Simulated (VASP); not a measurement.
Wanted: the native input for a VASP 6.6.1 run.

```
Task                   : single point
Functional             : PBE
Potentials or basis    : VASP PAW PBE potentials, release 64 (Tl_d, Ga_d, Pt_sv_GW, C, N)
Cutoff                 : 700 eV
k mesh                 : 4 × 4 × 4
Occupations            : gaussian, width 0.1 eV
Spin                   : no spin polarisation
Dipole correction      : no
Further INCAR settings : LREAL = Auto; ALGO = Normal; EDIFF = 1e-06; NBANDS = 62
```

The structure of TlGaPtC6N6 lies in POSCAR:

```
TlGaPtC6N6
1.0
    0.0000000000      5.0720000000      5.0720000000
    5.0720000000      0.0000000000      5.0720000000
    5.0720000000      5.0720000000      0.0000000000
Tl Ga Pt C N
1 1 1 6 6
Direct
    0.7500000000      0.7500000000      0.7500000000
    0.5000000000      0.5000000000      0.5000000000
    0.0000000000      0.0000000000      0.0000000000
    0.8110212900      0.1889787100      0.1889787100
    0.1889787100      0.1889787100      0.8110212900
    0.8110212900      0.1889787100      0.8110212900
    0.1889787100      0.8110212900      0.8110212900
    0.8110212900      0.8110212900      0.1889787100
    0.1889787100      0.8110212900      0.1889787100
    0.6956821800      0.3043178200      0.3043178200
    0.3043178200      0.3043178200      0.6956821800
    0.6956821800      0.3043178200      0.6956821800
    0.3043178200      0.6956821800      0.6956821800
    0.6956821800      0.6956821800      0.3043178200
    0.3043178200      0.6956821800      0.3043178200
```

The input as run:

INCAR

```
SYSTEM = TlGaPtC6N6
PREC     = Accurate       ! precision mode
ENCUT    = 700            ! plane-wave cutoff, eV
EDIFF    = 1E-6           ! SCF threshold, eV
ISMEAR   = 0              ! smearing method
SIGMA    = 0.1            ! smearing width, eV
LREAL    = Auto         
LASPH    = .True.         ! aspherical terms in the spheres
NELM     = 120            ! most SCF steps
ALGO     = Normal         ! electronic algorithm
ISIF     = 2              ! what is computed and relaxed
LWAVE    = .False.        ! write WAVECAR
LCHARG   = .False.        ! write CHGCAR
GGA      = PE             ! functional
NBANDS   = 62             ! bands
GGA_COMPAT= .False.
```

KPOINTS

```
regular mesh
0
Gamma
  4 4 4
  0 0 0
```

Potentials or basis: VASP PAW PBE potentials, release 64 (Tl_d, Ga_d, Pt_sv_GW, C, N).

The run is started by

```console
$ cat potpaw_PBE.64/Tl_d/POTCAR potpaw_PBE.64/Ga_d/POTCAR potpaw_PBE.64/Pt_sv_GW/POTCAR potpaw_PBE.64/C/POTCAR potpaw_PBE.64/N/POTCAR > POTCAR
$ mpirun -np 1 vasp_std > vasp.out
```

It gave:

```json
{
  "Pressure": "9.3 GPa",
  "Largest force": "1.998 eV/Å",
  "Band gap on the k mesh": "zero (bands 49 and 50 overlap by 0.25 eV)"
}
```

Caveat: the cell stands under pressure; spin-orbit coupling is left out, which moves the levels of the heavy elements; forces of over 1 eV/Å act on the atoms, so gaps and moduli don't describe the material at rest.

It took 7.1 min on 1 thread of Intel(R) Xeon(R) Platinum 8259CL CPU @ 2.50GHz (Skylake/Cascade Lake), with other jobs on the host, peak memory 0.66 GiB.
